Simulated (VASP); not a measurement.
Set up this calculation in VASP 6.6.1, as the native input.

```
Task                   : single point
Functional             : r2SCAN
Potentials or basis    : VASP PAW PBE potentials, release 64 (Pb_d, O_h)
Cutoff                 : 910 eV
k mesh                 : 7 × 7 × 7
Occupations            : fermi-dirac, width 0.05 eV
Spin                   : non-collinear spin, zero start, spin-orbit coupling
Starting moments       : [[0.0, 0.0, 0.0], [0.0, 0.0, 0.0], [0.0, 0.0, 0.0]] μB
Dipole correction      : no
Further INCAR settings : ALGO = Normal; EDIFF = 1e-06; NBANDS = 39
```

The system is PbO2.

```
Pb O
1.0
     0.00000    2.70199    2.70199
     2.70199    0.00000    2.70199
     2.70199    2.70199    0.00000
Pb O
1 2
Cartesian
  0.0000 0.0000 0.0000
  4.0530 4.0530 4.0530
  1.3510 1.3510 1.3510
```

The input as run:

POSCAR

```
PbO2
1.0
    0.0000000000      2.7019920000      2.7019920000
    2.7019920000      0.0000000000      2.7019920000
    2.7019920000      2.7019920000      0.0000000000
Pb O
1 2
Direct
    0.0000000000      0.0000000000      0.0000000000
    0.7500000000      0.7500000000      0.7500000000
    0.2500000000      0.2500000000      0.2500000000
```

INCAR.step1

```
SYSTEM = PbO2
ALGO = Normal ; EDIFF = 1E-5
ENCUT = 910 ; GGA = PE
GGA_COMPAT = .False. ; ISMEAR = -1
LASPH = .True. ; LCHARG = .False.
LREAL = .False. ; LSORBIT = .True.
LWAVE = .True. ; MAGMOM = 0 0 0 0 0 0 0 0 0
NBANDS = 39 ; NELM = 200
PREC = Accurate ; SIGMA = 0.05
```

INCAR.step2

```
SYSTEM = PbO2
ALGO = Normal ; EDIFF = 1E-6
ENCUT = 910 ; GGA_COMPAT = .False.
ISIF = 2 ; ISMEAR = -1
ISTART = 1 ; LASPH = .True.
LCHARG = .True. ; LMIXTAU = .True.
LORBIT = 11 ; LORBMOM = .True.
LREAL = .False. ; LSORBIT = .True.
LVHAR = .True. ; LWAVE = .False.
MAGMOM = 0 0 0 0 0 0 0 0 0 ; METAGGA = R2SCAN
NBANDS = 39 ; NELM = 200
PREC = Accurate ; SIGMA = 0.05
```

KPOINTS

```
k-points
0
Gamma
  7 7 7
  0 0 0
```

Potentials or basis: VASP PAW PBE potentials, release 64 (Pb_d, O_h).

Run with:

```sh
$ cat potpaw_PBE.64/Pb_d/POTCAR potpaw_PBE.64/O_h/POTCAR > POTCAR
$ cp INCAR.step1 INCAR
$ mpirun -np 1 vasp_ncl > vasp.out
$ cp INCAR.step2 INCAR
$ mpirun -np 1 vasp_ncl > vasp.out
```

It gave:

| Property | Result |
| --- | --- |
| Pressure | -6.5 GPa |
| Net moment | 0.00 μB per cell |
| Valence electrons inside the program's atomic spheres | Pb 11.65; O 3.34 |

Caveat: the cutoff is under 1.25 times the usual one of these potentials, so pressure, stress and relaxed cells hold a basis-set (Pulay) error; the cell stands under tension; the PAW data sets were made with another functional, which shifts forces and pressure a little.

It took 22 min on 1 thread of AMD EPYC 9R14 (Zen 4), with other jobs on the host, peak memory 0.59 GiB.
